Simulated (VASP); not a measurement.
A run of VASP 6.6.1:

INCAR

```
PREC = Accurate
ENCUT = 520
EDIFF = 1E-7
ISMEAR = 0
SIGMA = 0.1
LREAL = False
LASPH = True
NELM = 100
ALGO = Normal
ISIF = 2
LWAVE = False
LCHARG = False
GGA = PE
NBANDS = 26
```

Contents of KPOINTS:

```
Automatic mesh
0
Gamma
  4 4 4
```

The input POSCAR:

```
Al3BP4
1.0
    5.2756374799      0.0000000000      0.0000000000
    0.0000000000      5.2756374799      0.0000000000
    0.0000000000      0.0000000000      5.2756374799
Al B P
3 1 4
Direct
    0.5000000000      0.0000000000      0.5000000000
    0.5000000000      0.5000000000      0.0000000000
    0.0000000000      0.5000000000      0.5000000000
    0.0000000000      0.0000000000      0.0000000000
    0.2259122254      0.7740877746      0.7740877746
    0.2259122254      0.2259122254      0.2259122254
    0.7740877746      0.7740877746      0.2259122254
    0.7740877746      0.2259122254      0.7740877746
```

Potentials or basis: VASP PAW PBE potentials, release 64 (Al, B, P).

Launch:

```bash
$ cat potpaw_PBE.64/Al/POTCAR potpaw_PBE.64/B/POTCAR potpaw_PBE.64/P/POTCAR > POTCAR
$ mpirun -np 1 vasp_std > vasp.out
```

Hardware: 1 thread of Intel Xeon 8259CL, with other jobs on the host.

Task: Estimate the wall time of this run.

Result: Wall time 66 s on 1 thread of Intel Xeon 8259CL (shared host), peak memory 0.25 GiB. Counts: scf iterations 15, k points 10.
